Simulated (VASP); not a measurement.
A run of VASP 6.6.1 is set up as follows.

INCAR

```
PREC = Accurate
ENCUT = 400
EDIFF = 1E-6
ISMEAR = 0
SIGMA = 0.1
LREAL = F
LASPH = T
NELM = 120
ALGO = Normal
ISIF = 2
LWAVE = F
LCHARG = T
LDIPOL = T
IDIPOL = 3
DIPOL = 0.5 0.5 0.320
GGA = CA
LELF = T
LVHAR = T
LVACPOTAV = T
NBANDS = 53
GGA_COMPAT = F
NELMDL = -8
```

The input KPOINTS:

```
regular mesh
0
Gamma
  6 6 1
```

POSCAR

```
Mo3H
1.0
    4.4001385491      0.0000000000      0.0000000000
   -2.2000692746      3.8106317637      0.0000000000
    0.0000000000      0.0000000000     22.2005753775
Mo H
6 2
Direct
    0.6666666667      0.3333333333      0.1801755104
    0.3333333333      0.6666666667      0.2206327735
    0.0000000000      0.0000000000      0.2610900367
    0.6666666667      0.3333333333      0.2983628716
    0.3333333333      0.6666666667      0.3344863264
    0.0000000000      0.0000000000      0.3693857136
   -0.2469240429      0.0000000000      0.4473116218
    0.2469240429      0.0000000000      0.4473116218
```

Potentials or basis: VASP PAW LDA potentials, release 64 (Mo_sv, H).

Command:

```bash
$ cat potpaw_LDA.64/Mo_sv/POTCAR potpaw_LDA.64/H/POTCAR > POTCAR
$ mpirun -np 1 vasp_std > vasp.out
```

(1) Estimate the largest force.

(2) What does it give for the band gap on the k mesh?

Answers

(1) 3.357 eV/Å.

(2) zero (bands 43 and 44 overlap by 0.18 eV).
